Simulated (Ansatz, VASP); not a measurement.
## Zn3GeO: VASP beside Ansatz

```
CELL_PARAMETERS angstrom
3.80781 0.00000 0.00000
0.00000 3.80781 0.00000
0.00000 0.00000 6.24958
ATOMIC_POSITIONS crystal
Zn 0.00000 0.50000 0.41491
Zn 0.50000 0.50000 0.07723
Zn 0.50000 0.00000 0.41491
Ge 0.50000 0.50000 0.68578
O 0.00000 0.00000 0.24908
```

Change from the starting cell: species swapped into the CeBPt3 type (P4mm, No. 99).

Alike in both runs: functional PBE; k mesh 4 × 4 × 4; occupations gaussian, width 0.1 eV; no spin polarisation.

Ansatz relaxed the structure, and its values are those at the end. VASP's run is a single point on that final structure, the one shown.

```csv
,VASP,Ansatz
version,VASP 6.6.1,Ansatz 0.2.0
potentials or method,"VASP PAW PBE potentials, release 64 (Zn, Ge_d, O), cutoff 520 eV","scalar-relativistic, plane waves, PAW"
valence electrons in the cell,56,56
```

|  | VASP | Ansatz | Ansatz less VASP |
| --- | --- | --- | --- |
| gap on the k mesh at the Fermi level (eV) | none | none | - |
| pressure (GPa) | 0.4 | 0.1 | -0.30 |
| rms of the force components (eV/Å) | 0.019 | 0.007 | -0.0122 |

A gap of «none» marks a metal or a gap that the smearing closes. The functional is the same, so the differences come from potentials, cutoffs and numerics.

The k mesh is coarse, so the values compare programs but aren't converged.
